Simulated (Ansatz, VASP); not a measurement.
One calculation of Li2Mg, two programs

```
Li Mg
1.0
     3.07827    0.00000    0.00000
    -1.53913    2.66586    0.00000
     0.00000    0.00000   15.43390
Li Mg
4 2
Direct
  0.66667 0.33333 0.58279
  0.33333 0.66667 0.08279
  0.33333 0.66667 0.41721
  0.66667 0.33333 0.91721
  0.33333 0.66667 0.75000
  0.66667 0.33333 0.25000
```

Alike in both runs: task single point; functional LDA; k mesh 10 × 10 × 2; no spin polarisation.

```csv
,VASP,Ansatz
version,VASP 6.6.1,Ansatz 0.2.0
potentials or method,"VASP PAW LDA potentials, release 64 (Li_sv, Mg), cutoff 520 eV","plane waves, PAW"
occupations,"methfessel-paxton of order 1, width 0.15 eV","cold, width 0.15 eV"
valence electrons in the cell,16,32
```

|  | VASP | Ansatz | Ansatz less VASP |
| --- | --- | --- | --- |
| rms of the force components (eV/Å) | 0.017 | 0.017 | -0.0006 |

LDA's correlation is that of Perdew and Zunger in VASP and of Perdew and Wang (1992) in Ansatz. Atom by atom the forces differ by 0.001 eV/Å (rms over components). VASP's potentials hold 16 valence electrons a cell and Ansatz's 32, so a difference there can come from the potentials and not from the codes.

Noted on VASP's run: the cutoff is short for stress, so the pressure is rough.
